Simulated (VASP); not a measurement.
# NaCl (P4/mmm) in VASP: a series of runs

Runs on NaCl. Level: PBEsol. Tasks: single point.

Program: VASP 6.6.1. These are calculated values, not measurements. Logs are shortened: lines on timing, memory, paths and dates and some standing lists are left out, and cuts for length are marked.

### 1 The cell of the first run

Symmetry: P4/mmm, No. 123, tetragonal system. Conventional cell: a = 2.860 Å, b = 2.860 Å, c = 2.831 Å, α = 90.00°, β = 90.00°, γ = 90.00°. Within 3.3 Å of Na (site symmetry 4/mmm) lie 8 Cl at 2.47 Å and 6 Na at 2.83 to 2.86 Å. Cl (site symmetry 4/mmm) has 8 Na at 2.47 Å and 6 Cl at 2.83 to 2.86 Å within 3.3 Å.

### 2 Single point, PBEsol (zz strain of -1 %)

File INCAR:

```
PREC = Accurate
ENCUT = 520
EDIFF = 1E-7
ISMEAR = -1
SIGMA = 0.02
LREAL = F
LASPH = T
NELM = 80
ALGO = Normal
ISIF = 2
LWAVE = F
LCHARG = T
GGA = PS
LELF = T
LVHAR = T
NBANDS = 14
```

File KPOINTS:

```
regular mesh
0
Gamma
  8 8 8
```

File POSCAR:

```
NaCl
1.0
    2.8600000000      0.0000000000      0.0000000000
    0.0000000000      2.8600000000      0.0000000000
    0.0000000000      0.0000000000      2.8314000000
Na Cl
1 1
Direct
    0.0000000000      0.0000000000      0.0000000000
    0.5000000000      0.5000000000      0.5000000000
```

Potentials or basis: VASP PAW PBE potentials, release 64 (Na_pv, Cl).

The run is started by

```
$ cat potpaw_PBE.64/Na_pv/POTCAR potpaw_PBE.64/Cl/POTCAR > POTCAR
$ mpirun -np 1 vasp_std > vasp.out
```

OUTCAR:

```text
PREC = Accurate
   ENCUT = 520
   EDIFF = 1E-7
   ISMEAR = -1
   LREAL = F
   LASPH = T
   NELM = 80
   ISIF = 2
   GGA = PS

 ion  position               nearest neighbor table
   1  0.000  0.000  0.000-   2 2.47   2 2.47   2 2.47   2 2.47   2 2.47   2 2.47   2 2.47   2 2.47

   2  0.500  0.500  0.500-   1 2.47   1 2.47   1 2.47   1 2.47   1 2.47   1 2.47   1 2.47   1 2.47

  LATTYP: Found a simple tetragonal cell.
 ALAT       =     2.8600000000
 C/A-ratio  =     0.9900000000

  Lattice vectors:

 A1 = (   2.8600000000,   0.0000000000,   0.0000000000)
 A2 = (   0.0000000000,   2.8600000000,   0.0000000000)
 A3 = (   0.0000000000,   0.0000000000,   2.8314000000)

Analysis of symmetry for initial positions (statically):
=====================================================================
 Subroutine PRICEL returns:
 Original cell was already a primitive cell.

 Routine SETGRP: Setting up the symmetry group for a
 simple tetragonal supercell.

 Subroutine GETGRP returns: Found 16 space group operations
 (whereof 16 operations were pure point group operations)
 out of a pool of 16 trial point group operations.

The static configuration has the point symmetry D_4h.

Analysis of symmetry for dynamics (positions and initial velocities):
=====================================================================
 Subroutine PRICEL returns:
 Original cell was already a primitive cell.

 Routine SETGRP: Setting up the symmetry group for a
 simple tetragonal supercell.

 Subroutine GETGRP returns: Found 16 space group operations
 (whereof 16 operations were pure point group operations)
 out of a pool of 16 trial point group operations.

The dynamic configuration has the point symmetry D_4h.

 Subroutine INISYM returns: Found 16 space group operations
 (whereof 16 operations are pure point group operations),
 and found     1 'primitive' translations

----------------------------------------------------------------------------------------

                                     Primitive cell

  volume of cell :      23.1597

  direct lattice vectors                    reciprocal lattice vectors
     2.860000000  0.000000000  0.000000000     0.349650350  0.000000000  0.000000000
     0.000000000  2.860000000  0.000000000     0.000000000  0.349650350  0.000000000
     0.000000000  0.000000000  2.831400000     0.000000000  0.000000000  0.353182171

  length of vectors
     2.860000000  2.860000000  2.831400000     0.349650350  0.349650350  0.353182171

  position of ions in fractional coordinates (direct lattice)
     0.000000000  0.000000000  0.000000000
     0.500000000  0.500000000  0.500000000

  ion indices of the primitive-cell ions
   primitive index   ion index
                 1           1
                 2           2

----------------------------------------------------------------------------------------

 KPOINTS: regular mesh

Automatic generation of k-mesh.
 Grid dimensions read from file:
 generate k-points for:    8    8    8

 Generating k-lattice:

  Cartesian coordinates                     Fractional coordinates (reciprocal lattice)
     0.043706294  0.000000000  0.000000000     0.125000000  0.000000000  0.000000000
     0.000000000  0.043706294  0.000000000     0.000000000  0.125000000  0.000000000
     0.000000000  0.000000000  0.044147771     0.000000000  0.000000000  0.125000000

  Length of vectors
     0.043706294  0.043706294  0.044147771

  Shift w.r.t. Gamma in fractional coordinates (k-lattice)
     0.000000000  0.000000000  0.000000000

 Subroutine IBZKPT returns following result:
 ===========================================

 Found     75 irreducible k-points:

 Following reciprocal coordinates:
            Coordinates               Weight
  0.000000  0.000000  0.000000      1.000000
  0.125000  0.000000  0.000000      4.000000
  0.250000  0.000000  0.000000      4.000000
  0.375000  0.000000  0.000000      4.000000
  0.500000  0.000000  0.000000      2.000000
  0.125000  0.125000  0.000000      4.000000
[... 16 lines left out ...]
  0.375000  0.125000  0.125000     16.000000
  0.500000  0.125000  0.125000      8.000000
 [... further k-points ...]
   k-points           NKPTS =     75   k-points in BZ     NKDIM =     75   number of bands    NBANDS=     14
   number of dos      NEDOS =    301   number of ions     NIONS =      2
   total plane-waves  NPLWV =  13824
   dimension x,y,z NGX =    24 NGY =   24 NGZ =   24
   dimension x,y,z NGXF=    48 NGYF=   48 NGZF=   48
   ions per type =               1   1
   NGX,Y,Z   is equivalent  to a cutoff of  13.95, 13.95, 14.09 a.u.
   NGXF,Y,Z  is equivalent  to a cutoff of  27.90, 27.90, 28.18 a.u.
 SYSTEM =  unknown system
   PREC   = accura    normal or accurate (medium, high low for compatibility)
   ISTART =      0    job   : 0-new  1-cont  2-samecut
   ICHARG =      2    charge: 1-file 2-atom 10-const
   ISPIN  =      1    spin polarized calculation?
   LNONCOLLINEAR =      F non collinear calculations
   LSORBIT =      F    spin-orbit coupling
   LASPH  =      T    aspherical Exc in radial PAW
   ENCUT  =  520.0 eV  38.22 Ry    6.18 a.u.   5.32  5.32  5.26*2*pi/ulx,y,z
   NELM   =     80;   NELMIN=  2; NELMDL= -5     # of ELM steps
   EDIFF  = 0.1E-06   stopping-criterion for ELM
   LREAL  =      F    real-space projection
   EDIFFG = 0.1E-05   stopping-criterion for IOM
   NSW    =      0    number of steps for IOM
   IBRION =     -1    ionic relax: 0-MD 1-quasi-New 2-CG
   NFREE  =      0    steps in history (QN), initial steepest desc. (CG)
   ISIF   =      2    stress and relaxation
   ISYM   =      2    0-nonsym 1-usesym 2-fastsym
   POTIM  = 0.5000    time-step for ionic-motion
   TEBEG  =    0.0;   TEEND  =   0.0 temperature during run
   PSTRESS=    0.0 pullay stress
   NELECT =      14.0000    total number of electrons
   NUPDOWN=      -1.0000    fix difference up-down
   EMIN   =  10.00;   EMAX   =-10.00  energy-range for DOS
   EFERMI =   0.00;   METHOD = LEGACY
   ISMEAR =    -1;   SIGMA  =   0.02  broadening in eV -4-tet -1-fermi 0-gaus
   EFERMI_NEDOS =   21; number of points for ismear=-14 and -15
   IALGO  =     38    algorithm
   IMIX   =      4    mixing-type and parameters
     AMIX     =   0.40;   BMIX     =  1.00
     AMIX_MAG =   1.60;   BMIX_MAG =  1.00
  volume/ion in A,a.u.               =      11.58        78.14
  Fermi-wavevector in a.u.,A,eV,Ry     =   1.384224  2.615804 26.069802  1.916076
  Thomas-Fermi vector in A             =   2.508748
   LORBIT       =      0    0 simple, 1 ext, 2 COOP (PROOUT), +10 PAW based schemes
   GGA     = PS    functional components
   LHFCALC =     F    Hartree Fock is set to
   AEXX    =    0.0000 exact exchange contribution
   IVDW    =     0    specifies the selected vdW correction
   LEPSILON=     F    determine dielectric tensor
   LRPA    =     F    only Hartree local field effects (RPA)
 non-spin polarized calculation
  energy-cutoff  :      520.00
  volume of cell :       23.16
 maximum number of plane-waves:       641
 NGX is ok and might be reduce to    24
   NGX = 11   NGY = 11   NGZ = 11

 number of electron      13.9999997 magnetization

 Free energy of the ion-electron system (eV)
  ---------------------------------------------------
  ext. energy  EPLUGINS =         0.00000000
  ---------------------------------------------------
  free energy    TOTEN  =        -4.68902029 eV

  energy without entropy =       -4.68902029  energy(sigma->0) =       -4.68902029

 E-fermi :   7.4406     XC(G=0): -11.6151

 val. band max:        7.0001679998   @ k =   0.5000   0.5000   0.0000
 cond. band min:      11.0687037767   @ k =   0.5000   0.5000   0.0000
 fundamental gap:      4.0685357768
 Fermi energy:         7.4405579438

 k-point     1 :       0.0000    0.0000    0.0000
  band No.  band energies     occupation
      1     -15.7119      2.00000
      2     -15.7119      2.00000
      3     -15.7035      2.00000
      4     -10.1864      2.00000
      5       5.5557      2.00000
      6       5.5557      2.00000
      7       5.7391      2.00000
      8      13.2876      0.00000
      9      13.3977      0.00000
     10      14.2139      0.00000
     11      24.6242      0.00000
     12      24.8558      0.00000
     13      24.8558      0.00000
     14      29.2717      0.00000

 k-point     2 :       0.1250    0.0000    0.0000
  band No.  band energies     occupation
      1     -15.7864      2.00000
      2     -15.7062      2.00000
      3     -15.6981      2.00000
      4      -9.9728      2.00000
      5       4.3619      2.00000
      6       5.6189      2.00000
      7       5.8027      2.00000
      8      13.6062      0.00000
      9      14.0803      0.00000
     10      15.2860      0.00000
     11      23.3506      0.00000
     12      23.5965      0.00000
     13      25.0325      0.00000
     14      27.7538      0.00000

 k-point     3 :       0.2500    0.0000    0.0000
  band No.  band energies     occupation
      1     -15.9558      2.00000
      2     -15.6926      2.00000
      3     -15.6850      2.00000
      4      -9.4191      2.00000
      5       2.2418      2.00000
      6       5.7786      2.00000
      7       5.9633      2.00000
      8      14.3210      0.00000
      9      14.8286      0.00000
     10      18.2600      0.00000
     11      21.3959      0.00000
     12      21.6518      0.00000
     13      24.4313      0.00000
     14      25.5102      0.00000
[... 324 lines left out ...]
 k-point    23 :       0.3750    0.1250    0.1250
  band No.  band energies     occupation
      1     -16.0655      2.00000
      2     -15.7284      2.00000
      3     -15.7106      2.00000
      4      -8.5473      2.00000
      5       0.8599      2.00000
      6       5.0699      2.00000
      7       5.2443      2.00000
      8      16.5330      0.00000
      9      16.8216      0.00000
     10      17.5887      0.00000
     11      18.1976      0.00000
     12      22.6521      0.00000
     13      22.9832      0.00000
     14      25.2562      0.00000

 k-point    24 :       0.5000    0.1250    0.1250
  band No.  band energies     occupation
      1     -16.1204      2.00000
      2     -15.7198      2.00000
      3     -15.7042      2.00000
      4      -8.2834      2.00000
      5       0.2101      2.00000
      6       5.1741      2.00000
      7       5.3840      2.00000
      8      16.6783      0.00000
      9      16.8816      0.00000
     10      17.4577      0.00000
     11      17.7646      0.00000
     12      22.7689      0.00000
     13      23.7041      0.00000
     14      24.4468      0.00000

 [... further k-points ...]

------------------------ aborting loop because EDIFF is reached ----------------------------------------

  FORCE on cell =-STRESS in cart. coord.  units (eV):
  Direction    XX          YY          ZZ          XY          YZ          ZX
  --------------------------------------------------------------------------------------
  -------------------------------------------------------------------------------------
  Total        8.9198439      8.9198439      9.3030251      0.0000000     -0.0000000      0.0000000
  in kB      617.0701589    617.0701589    643.5784302      0.0000000     -0.0000000      0.0000000
  external PRESSURE =     625.9062493 kB  Pullay stress =       0.0000000 kB

 VOLUME and BASIS-vectors are now :
 -----------------------------------------------------------------------------
  energy-cutoff  :      520.00
  volume of cell :       23.16
      direct lattice vectors                 reciprocal lattice vectors
     2.860000000  0.000000000  0.000000000     0.349650350  0.000000000  0.000000000
     0.000000000  2.860000000  0.000000000     0.000000000  0.349650350  0.000000000
     0.000000000  0.000000000  2.831400000     0.000000000  0.000000000  0.353182171

 POSITION                                       TOTAL-FORCE (eV/Angst)
 -----------------------------------------------------------------------------------
      0.00000      0.00000      0.00000         0.000000      0.000000      0.000000
      1.43000      1.43000      1.41570         0.000000      0.000000      0.000000
 -----------------------------------------------------------------------------------
    total drift:                                0.000000     -0.000000     -0.000000

  FREE ENERGIE OF THE ION-ELECTRON SYSTEM (eV)
  ---------------------------------------------------
  free  energy   TOTEN  =        -4.6890202876 eV

  energy  without entropy=       -4.6890202876  energy(sigma->0) =       -4.68902029
```

Wall time 13 s (1 thread of Intel Xeon Platinum 8559C (Emerald Rapids), shared host); peak memory 0.14 GiB.

Results:

```yaml
Free_energy: -4.6890 eV
Pressure: 62.6 GPa
Band_gap_on_the_k_mesh: 4.07 eV, direct
```

Stress tensor (GPa, compression positive):
```
61.71  0.00  0.00
 0.00 61.71  0.00
 0.00  0.00 64.36
```

Levels at points of the mesh, in eV from the valence-band top:
```csv
k point,band 5,band 6,band 7,band 8,band 9,band 10
"(0.00, 0.00, 0.00)",-1.44,-1.44,-1.26,6.29,6.40,7.21
"(0.50, 0.00, 0.00)",-7.17,-0.98,-0.79,8.94,9.14,12.49
"(0.50, 0.50, 0.00)",-5.58,-5.58,0.00,4.07,10.61,12.78
"(0.00, 0.00, 0.50)",-7.19,-0.93,-0.93,9.02,9.04,12.49
"(0.50, 0.00, 0.50)",-5.61,-5.52,-0.13,4.08,10.49,12.52
"(0.50, 0.50, 0.50)",-5.05,-4.97,-4.97,6.00,6.00,6.06
```

Caveat: the cell differs from its parent crystal (zz strain of -1 %); the PAW data sets were made with another functional, which shifts forces and pressure a little. A k mesh can miss the band edges.

### 3 Single point, PBEsol (equal xx and yy strain of -1 %)

File INCAR:

```
SYSTEM = NaCl
PREC = Accurate
ENCUT = 520
EDIFF = 1E-6
ISMEAR = -1
SIGMA = 0.02
LREAL = .FALSE.
LASPH = .TRUE.
NELM = 60
ALGO = Normal
ISIF = 2
LWAVE = .FALSE.
LCHARG = .TRUE.
GGA = PS
LELF = .TRUE.
LVHAR = .TRUE.
NBANDS = 14
```

File KPOINTS:

```
regular mesh
0
G
  8 8 8
  0 0 0
```

File POSCAR:

```
NaCl
1.0
    2.8314000000      0.0000000000      0.0000000000
    0.0000000000      2.8314000000      0.0000000000
    0.0000000000      0.0000000000      2.8600000000
Na Cl
1 1
Direct
    0.0000000000      0.0000000000      0.0000000000
    0.5000000000      0.5000000000      0.5000000000
```

Potentials or basis: VASP PAW PBE potentials, release 64 (Na_pv, Cl).

The run is started by

```
$ cat potpaw_PBE.64/Na_pv/POTCAR potpaw_PBE.64/Cl/POTCAR > POTCAR
$ mpirun -np 1 vasp_std > vasp.out
```

OUTCAR:

```text
SYSTEM = NaCl
   PREC = Accurate
   ENCUT = 520
   EDIFF = 1E-6
   ISMEAR = -1
   LREAL = .FALSE.
   LASPH = .TRUE.
   NELM = 60
   ISIF = 2
   GGA = PS

 ion  position               nearest neighbor table
   1  0.000  0.000  0.000-   2 2.46   2 2.46   2 2.46   2 2.46   2 2.46   2 2.46   2 2.46   2 2.46

   2  0.500  0.500  0.500-   1 2.46   1 2.46   1 2.46   1 2.46   1 2.46   1 2.46   1 2.46   1 2.46

  LATTYP: Found a simple tetragonal cell.
 ALAT       =     2.8314000000
[... 599 lines left out ...]
------------------------ aborting loop because EDIFF is reached ----------------------------------------

  FORCE on cell =-STRESS in cart. coord.  units (eV):
  Direction    XX          YY          ZZ          XY          YZ          ZX
  --------------------------------------------------------------------------------------
  -------------------------------------------------------------------------------------
  Total        9.4612099      9.4612099      9.0817522      0.0000000      0.0000000      0.0000000
  in kB      661.1329047    661.1329047    634.6170577      0.0000000      0.0000000      0.0000000
  external PRESSURE =     652.2942891 kB  Pullay stress =       0.0000000 kB

 VOLUME and BASIS-vectors are now :
 -----------------------------------------------------------------------------
  energy-cutoff  :      520.00
  volume of cell :       22.93
      direct lattice vectors                 reciprocal lattice vectors
     2.831400000  0.000000000  0.000000000     0.353182171  0.000000000  0.000000000
     0.000000000  2.831400000  0.000000000     0.000000000  0.353182171  0.000000000
     0.000000000  0.000000000  2.860000000     0.000000000  0.000000000  0.349650350

 POSITION                                       TOTAL-FORCE (eV/Angst)
 -----------------------------------------------------------------------------------
      0.00000      0.00000      0.00000         0.000000      0.000000      0.000000
      1.41570      1.41570      1.43000         0.000000      0.000000      0.000000
 -----------------------------------------------------------------------------------
    total drift:                                0.000000     -0.000000     -0.000000

  FREE ENERGIE OF THE ION-ELECTRON SYSTEM (eV)
  ---------------------------------------------------
  free  energy   TOTEN  =        -4.5965538481 eV

  energy  without entropy=       -4.5965538481  energy(sigma->0) =       -4.59655385
```

Wall time 9.3 s (1 thread of Intel Xeon Platinum 8559C (Emerald Rapids), shared host); peak memory 0.15 GiB.

Results:

* Free energy: -4.5966 eV
* Pressure: 65.2 GPa
* Band gap on the k mesh: 4.07 eV, direct

Caveat: the cell differs from its parent crystal (equal xx and yy strain of -1 %); the PAW data sets were made with another functional, which shifts forces and pressure a little. A k mesh can miss the band edges.

### 4 Single point, PBEsol (zz strain of +1 %)

File INCAR:

```
SYSTEM = NaCl
PREC = Accurate ; ENCUT = 520
EDIFF = 1E-6 ; ISMEAR = -1
SIGMA = 0.02 ; LREAL = .FALSE.
LASPH = .TRUE. ; NELM = 100
ALGO = Normal ; ISIF = 2
LWAVE = .FALSE. ; LCHARG = .TRUE.
GGA = PS ; LELF = .TRUE.
LVHAR = .TRUE. ; NBANDS = 14
```

KPOINTS is that of step 3.

File POSCAR:

```
NaCl
1.0
    2.8600000000      0.0000000000      0.0000000000
    0.0000000000      2.8600000000      0.0000000000
    0.0000000000      0.0000000000      2.8886000000
Na Cl
1 1
Direct
    0.0000000000      0.0000000000      0.0000000000
    0.5000000000      0.5000000000      0.5000000000
```

The run is started by

```
$ cat potpaw_PBE.64/Na_pv/POTCAR potpaw_PBE.64/Cl/POTCAR > POTCAR
$ mpirun -np 1 vasp_std > vasp.out
```

Wall time 10 s (1 thread of Intel Xeon Platinum 8559C (Emerald Rapids), shared host); peak memory 0.14 GiB.

It converged, with:

```
Free energy            : -4.8648 eV
Pressure               : 57.7 GPa
Band gap on the k mesh : 4.20 eV, direct
```

Stress tensor (GPa, compression positive):
```
58.51  0.00  0.00
 0.00 58.51  0.00
 0.00  0.00 56.05
```

Levels at points of the mesh, in eV from the valence-band top:
```csv
k point,band 5,band 6,band 7,band 8,band 9,band 10
"(0.00, 0.00, 0.00)",-1.42,-1.24,-1.24,6.43,6.57,7.09
"(0.50, 0.00, 0.00)",-6.96,-0.93,-0.75,8.93,9.21,12.45
"(0.50, 0.50, 0.00)",-5.38,-5.38,-0.12,4.21,10.47,12.54
"(0.00, 0.00, 0.50)",-6.94,-0.79,-0.79,9.01,9.16,12.70
"(0.50, 0.00, 0.50)",-5.44,-5.35,0.00,4.20,10.60,12.75
"(0.50, 0.50, 0.50)",-4.84,-4.84,-4.76,6.08,6.14,6.14
```

Caveat: the cell differs from its parent crystal (zz strain of +1 %); the PAW data sets were made with another functional, which shifts forces and pressure a little. A k mesh can miss the band edges.

[end of part 1 of 2]
